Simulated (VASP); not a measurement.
Here is a VASP 6.6.1 calculation.

File INCAR:

```
SYSTEM = Tl
PREC = Accurate
ENCUT = 520
EDIFF = 1E-6
ISMEAR = 0
SIGMA = 0.1
LREAL = .False.
LASPH = .True.
NELM = 100
ALGO = Fast
ISIF = 2
LWAVE = .False.
LCHARG = .False.
GGA = PS
NBANDS = 90
```

KPOINTS

```
regular mesh
0
Gamma
  3 3 3
  0 0 0
```

Contents of POSCAR:

```
Tl
1.0
    4.0189706272      2.3203537735      6.8539611964
   -4.0189706272      2.3203537735      6.8539611964
    0.0000000000     -4.6407075469      6.8539611964
Tl
12
Direct
    0.0101900000      0.6536100000      0.0101900000
    0.0101900000      0.0101900000      0.6536100000
    0.6536100000      0.0101900000      0.0101900000
    0.9898100000      0.3463900000      0.9898100000
    0.3463900000      0.9898100000      0.9898100000
    0.9898100000      0.9898100000      0.3463900000
    0.2211800000      0.6306000000      0.2211800000
    0.2211800000      0.2211800000      0.6306000000
    0.6306000000      0.2211800000      0.2211800000
    0.7788200000      0.3694000000      0.7788200000
    0.3694000000      0.7788200000      0.7788200000
    0.7788200000      0.7788200000      0.3694000000
```

Potentials or basis: VASP PAW PBE potentials, release 64 (Tl_d).

Run with:

```bash
$ cat potpaw_PBE.64/Tl_d/POTCAR > POTCAR
$ mpirun -np 1 vasp_std > vasp.out
```

Task: Predict the band gap on the k mesh.

Result: Zero (bands 78 and 79 overlap by 1.35 eV).

Task: What does it give for the pressure?

Result: 8.2 GPa.

Task: Estimate the largest force.

Result: 1.842 eV/Å.

Forces in eV/Å, atoms in the order of the input:
```
Tl   0.807 -0.466 -0.525
Tl   0.000  0.931 -0.525
Tl  -0.807 -0.466 -0.525
Tl  -0.807  0.466  0.525
Tl   0.807  0.466  0.525
Tl   0.000 -0.931  0.525
Tl   1.560 -0.901  0.386
Tl   0.000  1.801  0.386
Tl  -1.560 -0.901  0.386
Tl  -1.560  0.901 -0.386
Tl   1.560  0.901 -0.386
Tl   0.000 -1.801 -0.386
```

Caveat: the cell stands under pressure; the PAW data sets were made with another functional, which shifts forces and pressure a little; spin-orbit coupling is left out, which moves the levels of the heavy elements.
